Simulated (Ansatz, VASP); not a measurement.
## SnRu4 in VASP and in Ansatz

Contents of INCAR:

```
SYSTEM = SnRu4
PREC = Accurate ; ENCUT = 560
EDIFF = 1E-6 ; ISMEAR = 0
SIGMA = 0.1 ; LREAL = .False.
LASPH = .True. ; NELM = 120
ALGO = Normal ; ISIF = 2
LWAVE = .False. ; LCHARG = .False.
GGA = PE ; NBANDS = 47
GGA_COMPAT = .False.
```

The input KPOINTS:

```
Automatic mesh
0
Gamma
  4 4 4
  0 0 0
```

File POSCAR:

```
SnRu4
1.0
    4.7765373700      0.0000000000      0.0000000000
    0.0000000000      4.7765373700      0.0000000000
    0.0000000000      0.0000000000      4.0096163400
Sn Ru
1 4
Direct
    0.5000000000      0.5000000000      0.5000000000
    0.2412085800      0.2412085800      0.5000000000
    0.7587914200      0.7587914200      0.5000000000
    0.2412085800      0.7587914200      0.5000000000
    0.7587914200      0.2412085800      0.5000000000
```

Input for Ansatz:

```yaml
crystal:
  lattice:
    - [4.77653737, 0.0, 0.0]
    - [0.0, 4.77653737, 0.0]
    - [0.0, 0.0, 4.00961634]
  atoms:
    - { symbol: Sn, position: [0.5, 0.5, 0.5] }
    - { symbol: Ru, position: [0.24120858, 0.24120858, 0.5] }
    - { symbol: Ru, position: [0.75879142, 0.75879142, 0.5] }
    - { symbol: Ru, position: [0.24120858, 0.75879142, 0.5] }
    - { symbol: Ru, position: [0.75879142, 0.24120858, 0.5] }
basis:
  ecutwfc: 420
kpoints:
  mp_grid: { grid: [4, 4, 4] }
hamiltonian:
  xc: pbe
scf:
  occupations: { method: gaussian, width: 0.1 }
  lower_state_search: "off"
output:
  forces: true
  stress: true
  eigenvalues: true
```

Alike in both runs: task single point; functional PBE; k mesh 4 × 4 × 4; occupations gaussian, width 0.1 eV; no spin polarisation.

```csv
,VASP,Ansatz
version,VASP 6.6.1,Ansatz 0.2.0
potentials or method,"VASP PAW PBE potentials, release 64 (Sn_d, Ru_sv), cutoff 560 eV","scalar-relativistic, plane waves, PAW"
valence electrons in the cell,78,78
```

|  | VASP | Ansatz | Ansatz less VASP |
| --- | --- | --- | --- |
| gap on the k mesh at the Fermi level (eV) | none | none | - |
| rms of the force components (eV/Å) | 21.482 | 24.375 | +2.8926 |

Atom by atom the forces differ by 2.893 eV/Å (rms over components). A gap of «none» marks a metal or a gap that the smearing closes. The functional is the same, so the differences come from potentials, cutoffs and numerics.

The k mesh is coarse, so the values compare programs but aren't converged.
